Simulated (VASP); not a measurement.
# SiSn2 (Fm-3m) in VASP: further runs, part 2 of 2

VASP 6.6.1.

### Step 3. Single point, r2SCAN

This run uses another cell than the first one, of 25.73 Å³/atom, 1.189 times its volume.

Input file POSCAR:

```
SiSn2
1.0
    0.0000000000      3.3795430007      3.3795430007
    3.3795430007      0.0000000000      3.3795430007
    3.3795430007      3.3795430007      0.0000000000
Si Sn
1 2
Direct
    0.0000000000      0.0000000000      0.0000000000
    0.2500000000      0.2500000000      0.2500000000
    0.7500000000      0.7500000000      0.7500000000
```

Input file INCAR.step1:

```
SYSTEM = SiSn2
PREC = Accurate
ENCUT = 520
ISMEAR = 0
SIGMA = 0.1
LREAL = .False.
LASPH = .True.
NELM = 60
NBANDS = 23
GGA = PE
ALGO = Normal
EDIFF = 1E-4
LWAVE = .True.
LCHARG = .False.
```

Input file INCAR.step2:

```
SYSTEM = SiSn2
PREC = Accurate
ENCUT = 520
EDIFF = 1E-6
ISMEAR = 0
SIGMA = 0.1
LREAL = .False.
LASPH = .True.
NELM = 60
ALGO = Normal
ISIF = 2
LWAVE = .False.
LCHARG = .False.
METAGGA = R2SCAN
LMIXTAU = .True.
NBANDS = 23
ISTART = 1
```

Input file KPOINTS:

```
regular mesh
0
Gamma
  12 12 12
  0 0 0
```

Potentials or basis: VASP PAW PBE potentials, release 64 (Si, Sn_d).

The run is started by

```
$ cat potpaw_PBE.64/Si/POTCAR potpaw_PBE.64/Sn_d/POTCAR > POTCAR
$ cp INCAR.step1 INCAR
$ mpirun -np 1 vasp_std > vasp.out
$ cp INCAR.step2 INCAR
$ mpirun -np 1 vasp_std > vasp.out
```

OUTCAR:

```text
SYSTEM = SiSn2
   PREC = Accurate
   ENCUT = 520
   EDIFF = 1E-6
   ISMEAR = 0
   LREAL = .False.
   LASPH = .True.
   NELM = 60
   ISIF = 2
   METAGGA = R2SCAN
   ISTART = 1

 ion  position               nearest neighbor table
   1  0.000  0.000  0.000-   3 2.93   3 2.93   3 2.93   2 2.93   3 2.93   2 2.93   2 2.93   2 2.93

   2  0.250  0.250  0.250-   1 2.93   1 2.93   1 2.93   1 2.93   3 3.38   3 3.38   3 3.38   3 3.38
                             3 3.38   3 3.38
   3  0.750  0.750  0.750-   1 2.93   1 2.93   1 2.93   1 2.93   2 3.38   2 3.38   2 3.38   2 3.38
                             2 3.38   2 3.38

  LATTYP: Found a face centered cubic cell.
 ALAT       =     6.7590860014

  Lattice vectors:

 A1 = (   0.0000000000,   3.3795430007,   3.3795430007)
 A2 = (   3.3795430007,   0.0000000000,   3.3795430007)
 A3 = (   3.3795430007,   3.3795430007,   0.0000000000)

Analysis of symmetry for initial positions (statically):
=====================================================================
 Subroutine PRICEL returns:
 Original cell was already a primitive cell.

 Routine SETGRP: Setting up the symmetry group for a
 face centered cubic supercell.

 Subroutine GETGRP returns: Found 48 space group operations
 (whereof 48 operations were pure point group operations)
 out of a pool of 48 trial point group operations.

The static configuration has the point symmetry O_h .

Analysis of symmetry for dynamics (positions and initial velocities):
=====================================================================
 Subroutine PRICEL returns:
 Original cell was already a primitive cell.

 Routine SETGRP: Setting up the symmetry group for a
 face centered cubic supercell.

 Subroutine GETGRP returns: Found 48 space group operations
 (whereof 48 operations were pure point group operations)
[... 112 lines left out ...]
   POTIM  = 0.5000    time-step for ionic-motion
   TEBEG  =    0.0;   TEEND  =   0.0 temperature during run
   PSTRESS=    0.0 pullay stress
   NELECT =      32.0000    total number of electrons
   NUPDOWN=      -1.0000    fix difference up-down
   EMIN   =  10.00;   EMAX   =-10.00  energy-range for DOS
   EFERMI =   0.00;   METHOD = LEGACY
   ISMEAR =     0;   SIGMA  =   0.10  broadening in eV -4-tet -1-fermi 0-gaus
   EFERMI_NEDOS =   21; number of points for ismear=-14 and -15
   IALGO  =     38    algorithm
   IMIX   =      4    mixing-type and parameters
     AMIX     =   0.40;   BMIX     =  1.00
     AMIX_MAG =   1.60;   BMIX_MAG =  1.00
  volume/ion in A,a.u.               =      25.73       173.65
  Fermi-wavevector in a.u.,A,eV,Ry     =   1.220647  2.306689 20.272405  1.489980
  Thomas-Fermi vector in A             =   2.355857
   LORBIT       =      0    0 simple, 1 ext, 2 COOP (PROOUT), +10 PAW based schemes
   METAGGA = R2SCAN    functional components
   LHFCALC =     F    Hartree Fock is set to
   AEXX    =    0.0000 exact exchange contribution
   IVDW    =     0    specifies the selected vdW correction
   LEPSILON=     F    determine dielectric tensor
   LRPA    =     F    only Hartree local field effects (RPA)
 non-spin polarized calculation
 Gauss-broadening in eV      SIGMA  =   0.10
  energy-cutoff  :      520.00
  volume of cell :       77.20
 maximum number of plane-waves:      2120
   NGX = 17   NGY = 17   NGZ = 17

 number of electron      32.0000012 magnetization

 Free energy of the ion-electron system (eV)
  ---------------------------------------------------
  ext. energy  EPLUGINS =         0.00000000
  ---------------------------------------------------
  free energy    TOTEN  =       -56.90920734 eV

  energy without entropy =      -56.90245334  energy(sigma->0) =      -56.90583034

 E-fermi :   7.1574     XC(G=0): -10.6407

 val. band max:        7.1497493993   @ k =  -0.3333   0.4167   0.1667
 cond. band min:       7.1786892568   @ k =  -0.4167   0.4167   0.1667
 fundamental gap:      0.0289398575
 Fermi energy:         7.1574286747

 k-point     1 :       0.0000    0.0000    0.0000
  band No.  band energies     occupation
      1     -15.1205      2.00000
      2     -15.1205      2.00000
      3     -15.0621      2.00000
      4     -15.0621      2.00000
      5     -15.0621      2.00000
      6     -14.9549      2.00000
[... 613 lines left out ...]
     22      13.9465      0.00000
     23      15.2555      0.00000

 [... further k-points ...]
[... 5 lines left out ...]
  --------------------------------------------------------------------------------------
  -------------------------------------------------------------------------------------
  Total       -0.0054448     -0.0054448     -0.0054448      0.0000000     -0.0000000     -0.0000000
  in kB       -0.1130018     -0.1130018     -0.1130018      0.0000000     -0.0000000     -0.0000000
  external PRESSURE =      -0.1130018 kB  Pullay stress =       0.0000000 kB

 VOLUME and BASIS-vectors are now :
 -----------------------------------------------------------------------------
  energy-cutoff  :      520.00
  volume of cell :       77.20
      direct lattice vectors                 reciprocal lattice vectors
     0.000000000  3.379543001  3.379543001    -0.147948998  0.147948998  0.147948998
     3.379543001  0.000000000  3.379543001     0.147948998 -0.147948998  0.147948998
     3.379543001  3.379543001  0.000000000     0.147948998  0.147948998 -0.147948998

 POSITION                                       TOTAL-FORCE (eV/Angst)
 -----------------------------------------------------------------------------------
      0.00000      0.00000      0.00000        -0.000000      0.000000      0.000000
      1.68977      1.68977      1.68977        -0.000000     -0.000000     -0.000000
      5.06931      5.06931      5.06931         0.000000      0.000000      0.000000
 -----------------------------------------------------------------------------------
    total drift:                                0.000000      0.000000      0.000000

  FREE ENERGIE OF THE ION-ELECTRON SYSTEM (eV)
  ---------------------------------------------------
  free  energy   TOTEN  =       -56.9092073360 eV

  energy  without entropy=      -56.9024533361  energy(sigma->0) =      -56.90583034
```

OUTCAR.step1:

```text
SYSTEM = SiSn2
   PREC = Accurate
   ENCUT = 520
   ISMEAR = 0
   LREAL = .False.
   LASPH = .True.
[... 851 lines left out ...]
      0.00000      0.00000      0.00000         0.000000      0.000000      0.000000
      1.68977      1.68977      1.68977        -0.000000     -0.000000     -0.000000
      5.06931      5.06931      5.06931         0.000000      0.000000      0.000000
 -----------------------------------------------------------------------------------
    total drift:                                0.000000      0.000000      0.000000

  FREE ENERGIE OF THE ION-ELECTRON SYSTEM (eV)
  ---------------------------------------------------
  free  energy   TOTEN  =       -12.1969561446 eV

  energy  without entropy=      -12.1900872152  energy(sigma->0) =      -12.19352168
```

OSZICAR.step1:

```text
N       E                     dE             d eps       ncg     rms          rms(c)
DAV:   1     0.249965685919E+03    0.24997E+03   -0.15984E+04  3375   0.192E+03
DAV:   2     0.147345170259E+02   -0.23523E+03   -0.22760E+03  3361   0.460E+02
DAV:   3    -0.114566434652E+02   -0.26191E+02   -0.25641E+02  4131   0.137E+02
DAV:   4    -0.123238737872E+02   -0.86723E+00   -0.86626E+00  3690   0.274E+01
DAV:   5    -0.123545381152E+02   -0.30664E-01   -0.30663E-01  4939   0.512E+00    0.311E+00
DAV:   6    -0.122159218781E+02    0.13862E+00   -0.15026E-01  4506   0.367E+00    0.176E+00
DAV:   7    -0.121995307654E+02    0.16391E-01   -0.61272E-02  4436   0.162E+00    0.598E-01
DAV:   8    -0.121970488064E+02    0.24820E-02   -0.74213E-03  3878   0.653E-01    0.959E-02
DAV:   9    -0.121969561446E+02    0.92662E-04   -0.78976E-04  3528   0.266E-01
   1 F= -.12196956E+02 E0= -.12193522E+02  d E =-.686893E-02
```

Run time: 2.7 min. Hardware: 1 thread of Intel Xeon 6975P-C (Granite Rapids), shared host; peak memory 0.29 GiB.

What came out:

```yaml
Free_energy: -56.9092 eV
Pressure: 0.0 GPa
Band_gap_on_the_k_mesh: zero (band 16 reaches 8.06 eV, above the bottom of band 17 at 5.97 eV)
```

Caveat: the PAW data sets were made with another functional, which shifts forces and pressure a little; spin-orbit coupling is left out, which moves the levels of the heavy elements.
